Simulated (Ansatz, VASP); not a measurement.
**B: VASP beside Ansatz**

```xyz
2
Lattice="0.0000 2.0430 2.0430 2.0430 0.0000 2.0430 2.0430 2.0430 0.0000" Properties=species:S:1:pos:R:3 pbc="T T T"
B     0.5108    0.5108    0.5108
B     3.5753    3.5753    3.5753
```

Alike in both runs: task single point; functional PBEsol; k mesh 15 × 15 × 15; occupations fermi-dirac, width 0.1 eV; no spin polarisation.

|  | VASP | Ansatz |
| --- | --- | --- |
| version | VASP 6.6.1 | Ansatz 0.2.0 |
| potentials or method | VASP PAW PBE potentials, release 64 (B), cutoff 520 eV | plane waves (420 eV) with PAW, scalar-relativistic |
| valence electrons in the cell | 6 | 6 |

|  | VASP | Ansatz | Ansatz less VASP |
| --- | --- | --- | --- |
| pressure (GPa) | -6.6 | -6.7 | -0.18 |

VASP's potentials were made for PBE, not for PBEsol, and Ansatz warns of the same on its side. The functional is the same, so the differences come from potentials, cutoffs and numerics.
